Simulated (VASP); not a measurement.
## CdS (wurtzite type): single point with PBE

CdS (wurtzite type):

```
Cd S
1.0
     4.19408    0.00000    0.00000
    -2.09704    3.63218    0.00000
     0.00000    0.00000    6.83410
Cd S
2 2
Cartesian
  0.0000 2.4215 -0.0005
  2.0970 1.2107 3.4165
  0.0000 2.4215 2.5701
  2.0970 1.2107 5.9872
```

```
Program                : VASP 6.6.1
Task                   : single point
Functional             : PBE
Potentials or basis    : VASP PAW PBE potentials, release 64 (Cd, S)
Cutoff                 : 520 eV
k mesh                 : 9 × 9 × 5
Occupations            : fermi-dirac, width 0.1 eV
Spin                   : no spin polarisation
Dipole correction      : no
Further INCAR settings : ALGO = Normal; EDIFF = 1e-07; NBANDS = 26
```

```json
{"Pressure": "0.3 GPa", "Largest force": "0.003 eV/Å", "Band gap on the k mesh": "1.11 eV, direct"}
```

Forces in eV/Å, atoms in the order of the input:
```
Cd   0.000  0.000 -0.003
Cd   0.000  0.000 -0.003
S    0.000  0.000  0.003
S    0.000  0.000  0.003
```

Levels at points of the mesh, in eV from the valence-band top:
```
           k point  band 14  band 15  band 16  band 17  band 18  band 19  band 20  band 21  band 22  band 23
(0.00, 0.00, 0.00)    -0.69    -0.69    -0.04     0.00     0.00     1.11     2.75     6.49     6.49     6.77
```

Wall time 100 s on 1 thread of AMD EPYC 7R43 64-Core Processor (Zen 3), with other jobs on the host, peak memory 0.22 GiB.

Expect the measured gap to be larger: semilocal functionals such as PBE lack the derivative discontinuity.
